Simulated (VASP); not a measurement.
A run of VASP 6.6.1 is set up as follows.

The input INCAR:

```
PREC = Accurate
ENCUT = 520
EDIFF = 1E-6
ISMEAR = 0
SIGMA = 0.15
LREAL = F
LASPH = T
NELM = 60
ALGO = Fast
ISIF = 2
LWAVE = F
LCHARG = F
GGA = CA
NBANDS = 34
```

File KPOINTS:

```
Automatic mesh
0
Gamma
  10 10 10
```

POSCAR

```
Ga
1.0
    2.2085777266     -3.7454996903      0.0000000000
    2.2085777266      3.7454996903      0.0000000000
    0.0000000000      0.0000000000      4.4390728619
Ga
4
Direct
    0.1560190462      0.8439809538      0.0845038705
    0.6560190462      0.3439809538      0.4154961295
    0.8439809538      0.1560190462      0.9154961295
    0.3439809538      0.6560190462      0.5845038705
```

Potentials or basis: VASP PAW LDA potentials, release 64 (Ga_d).

Launch:

```console
$ cat potpaw_LDA.64/Ga_d/POTCAR > POTCAR
$ mpirun -np 1 vasp_std > vasp.out
```

Task: Predict the pressure.

Result: 0.2 GPa.

Task: Predict the band gap on the k mesh.

Result: Zero (bands 26 and 27 overlap by 1.38 eV).

Task: What does it give for the largest force?

Result: 0.010 eV/Å.

Stress tensor (GPa, compression positive):
```
0.45 0.00 0.00
0.00 0.20 0.00
0.00 0.00 0.04
```
